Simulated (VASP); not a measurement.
# Bi2Se3 (R-3m) in VASP: single point with PBEsol

Aim: the single point of Bi2Se3 with PBEsol.

All numbers are computed with VASP 6.6.1; they aren't measurements. Logs are shortened: lines on timing, memory, paths and dates and some standing lists are left out, and cuts for length are marked.

## (1) The cell of the first run

It takes space group R-3m (No. 166, trigonal). The conventional cell has a = 4.130 Å, b = 4.130 Å, c = 28.620 Å, α = 90.00°, β = 90.00°, γ = 120.00°. Bi (site symmetry 3m) has 6 Se at 2.85 to 3.06 Å within 3.8 Å. Se (site symmetry -3m) has 6 Bi at 3.06 Å and 12 Se at 4.13 to 4.22 Å within 4.3 Å. Se (site symmetry 3m) has 3 Bi at 2.85 Å and 3 Se at 3.51 Å within 3.8 Å.

## (2) Single point, PBEsol

INCAR reads:

```
ALGO = Normal
EDIFF = 1E-6
ENCUT = 520
GGA = PS
ISIF = 2
ISMEAR = 0
LASPH = T
LCHARG = T
LELF = T
LREAL = F
LVHAR = T
LWAVE = F
NBANDS = 32
NELM = 60
PREC = Accurate
SIGMA = 0.01
```

KPOINTS reads:

```
k-points
0
Gamma
  12 12 12
```

POSCAR reads:

```
Bi2Se3
1.0
    2.0651703962      1.1923266841      9.5399082434
   -2.0651703962      1.1923266841      9.5399082434
    0.0000000000     -2.3846533683      9.5399082434
Bi Se
2 3
Direct
    0.4002583830      0.4002583830      0.4002583830
    0.5997416170      0.5997416170      0.5997416170
    0.0000000000      0.0000000000      0.0000000000
    0.2116391021      0.2116391021      0.2116391021
    0.7883608979      0.7883608979      0.7883608979
```

Potentials or basis: VASP PAW PBE potentials, release 64 (Bi_d, Se).

Command:

```console
cat potpaw_PBE.64/Bi_d/POTCAR potpaw_PBE.64/Se/POTCAR > POTCAR
mpirun -np 1 vasp_std > vasp.out
```

OUTCAR:

```text
EDIFF = 1E-6
   ENCUT = 520
   GGA = PS
   ISIF = 2
   ISMEAR = 0
   LASPH = T
   LREAL = F
   NELM = 60
   PREC = Accurate

 ion  position               nearest neighbor table
   1  0.400  0.400  0.400-   5 2.85   5 2.85   5 2.85   3 3.06   3 3.06   3 3.06
   2  0.600  0.600  0.600-   4 2.85   4 2.85   4 2.85   3 3.06   3 3.06   3 3.06
   3  0.000  0.000  0.000-   2 3.06   1 3.06   2 3.06   2 3.06   1 3.06   1 3.06
   4  0.212  0.212  0.212-   2 2.85   2 2.85   2 2.85
   5  0.788  0.788  0.788-   1 2.85   1 2.85   1 2.85

  LATTYP: Found a trigonal (rhomboedric) cell.
 ALAT       =     9.8334338346
 COS(alpha) =     0.9117872467

  Lattice vectors:

 A1 = (   2.0651703962,   1.1923266841,   9.5399082434)
 A2 = (  -2.0651703962,   1.1923266841,   9.5399082434)
 A3 = (   0.0000000000,  -2.3846533683,   9.5399082434)

Analysis of symmetry for initial positions (statically):
=====================================================================
 Subroutine PRICEL returns:
 Original cell was already a primitive cell.

 Routine SETGRP: Setting up the symmetry group for a
 trigonal (rhombohedral) supercell.

 Subroutine GETGRP returns: Found 12 space group operations
 (whereof 12 operations were pure point group operations)
 out of a pool of 12 trial point group operations.

The static configuration has the point symmetry D_3d.

Analysis of symmetry for dynamics (positions and initial velocities):
=====================================================================
 Subroutine PRICEL returns:
 Original cell was already a primitive cell.

 Routine SETGRP: Setting up the symmetry group for a
 trigonal (rhombohedral) supercell.

 Subroutine GETGRP returns: Found 12 space group operations
 (whereof 12 operations were pure point group operations)
 out of a pool of 12 trial point group operations.

The dynamic configuration has the point symmetry D_3d.

 Subroutine INISYM returns: Found 12 space group operations
 (whereof 12 operations are pure point group operations),
 and found     1 'primitive' translations

----------------------------------------------------------------------------------------

                                     Primitive cell

  volume of cell :     140.9440

[... 86 lines left out ...]
   ISTART =      0    job   : 0-new  1-cont  2-samecut
   ICHARG =      2    charge: 1-file 2-atom 10-const
   ISPIN  =      1    spin polarized calculation?
   LNONCOLLINEAR =      F non collinear calculations
   LSORBIT =      F    spin-orbit coupling
   LASPH  =      T    aspherical Exc in radial PAW
   ENCUT  =  520.0 eV  38.22 Ry    6.18 a.u.  18.28 18.28 18.28*2*pi/ulx,y,z
   NELM   =     60;   NELMIN=  2; NELMDL= -5     # of ELM steps
   EDIFF  = 0.1E-05   stopping-criterion for ELM
   LREAL  =      F    real-space projection
   EDIFFG = 0.1E-04   stopping-criterion for IOM
   NSW    =      0    number of steps for IOM
   IBRION =     -1    ionic relax: 0-MD 1-quasi-New 2-CG
   NFREE  =      0    steps in history (QN), initial steepest desc. (CG)
   ISIF   =      2    stress and relaxation
   ISYM   =      2    0-nonsym 1-usesym 2-fastsym
   POTIM  = 0.5000    time-step for ionic-motion
   TEBEG  =    0.0;   TEEND  =   0.0 temperature during run
   PSTRESS=    0.0 pullay stress
   NELECT =      48.0000    total number of electrons
   NUPDOWN=      -1.0000    fix difference up-down
   EMIN   =  10.00;   EMAX   =-10.00  energy-range for DOS
   EFERMI =   0.00;   METHOD = LEGACY
   ISMEAR =     0;   SIGMA  =   0.01  broadening in eV -4-tet -1-fermi 0-gaus
   EFERMI_NEDOS =   21; number of points for ismear=-14 and -15
   IALGO  =     38    algorithm
   IMIX   =      4    mixing-type and parameters
     AMIX     =   0.40;   BMIX     =  1.00
     AMIX_MAG =   1.60;   BMIX_MAG =  1.00
  volume/ion in A,a.u.               =      28.19       190.23
  Fermi-wavevector in a.u.,A,eV,Ry     =   1.143246  2.160422 17.782971  1.307012
  Thomas-Fermi vector in A             =   2.279942
   LORBIT       =      0    0 simple, 1 ext, 2 COOP (PROOUT), +10 PAW based schemes
   GGA     = PS    functional components
   LHFCALC =     F    Hartree Fock is set to
   AEXX    =    0.0000 exact exchange contribution
   IVDW    =     0    specifies the selected vdW correction
   LEPSILON=     F    determine dielectric tensor
   LRPA    =     F    only Hartree local field effects (RPA)
 non-spin polarized calculation
 Gauss-broadening in eV      SIGMA  =   0.01
  energy-cutoff  :      520.00
  volume of cell :      140.94
 maximum number of plane-waves:      3839
 NGX is ok and might be reduce to    80
   NGX = 37   NGY = 37   NGZ = 37

 number of electron      48.0000004 magnetization

 Free energy of the ion-electron system (eV)
  ---------------------------------------------------
  ext. energy  EPLUGINS =         0.00000000
  ---------------------------------------------------
  free energy    TOTEN  =       -22.05101044 eV

  energy without entropy =      -22.05101044  energy(sigma->0) =      -22.05101044

 E-fermi :   4.9898     XC(G=0):  -9.7124

 val. band max:        4.9221061424   @ k =   0.0000   0.0000   0.0000
 cond. band min:       5.0423816337   @ k =   0.0000   0.0000   0.0000
 fundamental gap:      0.1202754914
 Fermi energy:         4.9898467450

 k-point     1 :       0.0000    0.0000    0.0000
  band No.  band energies     occupation
      1     -18.1328      2.00000
      2     -18.1328      2.00000
      3     -18.1307      2.00000
      4     -18.1307      2.00000
      5     -18.1231      2.00000
      6     -18.1203      2.00000
[... 829 lines left out ...]
     31       9.6928      0.00000
     32      10.7277      0.00000

 [... further k-points ...]
[... 5 lines left out ...]
  --------------------------------------------------------------------------------------
  -------------------------------------------------------------------------------------
  Total        0.0298216      0.0298216      0.0207163      0.0000000     -0.0000000      0.0000000
  in kB        0.3389962      0.3389962      0.2354923      0.0000000     -0.0000000      0.0000000
  external PRESSURE =       0.3044949 kB  Pullay stress =       0.0000000 kB

 VOLUME and BASIS-vectors are now :
 -----------------------------------------------------------------------------
  energy-cutoff  :      520.00
  volume of cell :      140.94
      direct lattice vectors                 reciprocal lattice vectors
     2.065170396  1.192326684  9.539908243     0.242110773  0.139782720  0.034940937
    -2.065170396  1.192326684  9.539908243    -0.242110773  0.139782720  0.034940937
     0.000000000 -2.384653368  9.539908243     0.000000000 -0.279565439  0.034940937

 POSITION                                       TOTAL-FORCE (eV/Angst)
 -----------------------------------------------------------------------------------
      0.00000     -0.00000     11.45528         0.000000      0.000000     -0.014462
      0.00000     -0.00000     17.16444         0.000000     -0.000000      0.014462
      0.00000      0.00000      0.00000         0.000000      0.000000      0.000000
      0.00000     -0.00000      6.05705         0.000000      0.000000     -0.015461
      0.00000     -0.00000     22.56267         0.000000     -0.000000      0.015461
 -----------------------------------------------------------------------------------
    total drift:                                0.000000     -0.000000     -0.000000

  FREE ENERGIE OF THE ION-ELECTRON SYSTEM (eV)
  ---------------------------------------------------
  free  energy   TOTEN  =       -22.0510104428 eV

  energy  without entropy=      -22.0510104428  energy(sigma->0) =      -22.05101044
```

OSZICAR:

```text
N       E                     dE             d eps       ncg     rms          rms(c)
DAV:   1     0.466945635608E+03    0.46695E+03   -0.22876E+04 12096   0.156E+03
DAV:   2     0.325035385628E+02   -0.43444E+03   -0.41628E+03 12368   0.412E+02
DAV:   3    -0.204358732010E+02   -0.52939E+02   -0.50260E+02 15888   0.150E+02
DAV:   4    -0.226934317419E+02   -0.22576E+01   -0.22460E+01 13384   0.324E+01
DAV:   5    -0.227766225291E+02   -0.83191E-01   -0.83179E-01 17384   0.643E+00    0.505E+00
DAV:   6    -0.220540911060E+02    0.72253E+00   -0.92699E-01 16864   0.717E+00    0.315E+00
DAV:   7    -0.220503168508E+02    0.37743E-02   -0.31861E-01 13632   0.238E+00    0.163E+00
DAV:   8    -0.220512744453E+02   -0.95759E-03   -0.40891E-02 15592   0.103E+00    0.514E-01
DAV:   9    -0.220508951361E+02    0.37931E-03   -0.17824E-03 15536   0.402E-01    0.117E-01
DAV:  10    -0.220509835583E+02   -0.88422E-04   -0.10264E-03 13680   0.155E-01    0.512E-02
DAV:  11    -0.220509970030E+02   -0.13445E-04   -0.88659E-05 14208   0.580E-02    0.309E-02
DAV:  12    -0.220510101252E+02   -0.13122E-04   -0.30178E-05 12224   0.264E-02    0.669E-03
DAV:  13    -0.220510104428E+02   -0.31762E-06   -0.28389E-06 11784   0.151E-02
   1 F= -.22051010E+02 E0= -.22051010E+02  d E =-.337074E-17
```

Run time: 54 min. Hardware: 1 thread of AMD EPYC 9R45 (Zen 5), shared host; peak memory 1.4 GiB.

Results:

| Quantity | Value |
| --- | --- |
| Free energy | -22.0510 eV |
| Pressure | 0.0 GPa |
| Largest force | 0.015 eV/Å |
| Band gap on the k mesh | 0.12 eV |

Forces in eV/Å, atoms in the order of the input:
```
Bi   0.000  0.000 -0.014
Bi   0.000  0.000  0.014
Se   0.000  0.000  0.000
Se   0.000  0.000 -0.015
Se   0.000  0.000  0.015
```

Caveat: the PAW data sets were made with another functional, which shifts forces and pressure a little; spin-orbit coupling is left out, which moves the levels of the heavy elements.
